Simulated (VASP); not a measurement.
Pb, 1 atom in the cell. The structure is tetragonal, space group I4/mmm (No. 139). The conventional cell has a = 3.633 Å, b = 3.633 Å, c = 4.544 Å, α = 90.00°, β = 90.00°, γ = 90.00°. Within 4.5 Å of Pb (site symmetry 4/mmm) lie 12 Pb at 3.43 to 3.63 Å.  This cell differs from its parent crystal: strain +0.040 along x and y, -0.080 along z.

| Item | Value |
| --- | --- |
| Program | VASP 6.6.1 |
| Task | single point |
| Functional | PBEsol |
| Potentials or basis | VASP PAW PBE potentials, release 64 (Pb_d) |
| Cutoff | 520 eV |
| k mesh | 16 × 16 × 16 |
| Occupations | gaussian, width 0.15 eV |
| Spin | no spin polarisation |
| Dipole correction | no |
| Further INCAR settings | ALGO = Normal; EDIFF = 1e-07; NBANDS = 13 |

Potentials or basis: VASP PAW PBE potentials, release 64 (Pb_d).

Command:

```console
$ cat potpaw_PBE.64/Pb_d/POTCAR > POTCAR
$ mpirun -np 1 vasp_std > vasp.out
```

Hardware: 1 thread of Intel(R) Xeon(R) Platinum 8375C CPU @ 2.90GHz (Ice Lake) (shared host).

Problem. How long does it take, and how much memory?

Solution. Wall time 2.1 min on 1 thread of Intel(R) Xeon(R) Platinum 8375C CPU @ 2.90GHz (Ice Lake), with other jobs on the host, peak memory 0.25 GiB. Counts: scf iterations 11, k points 349.
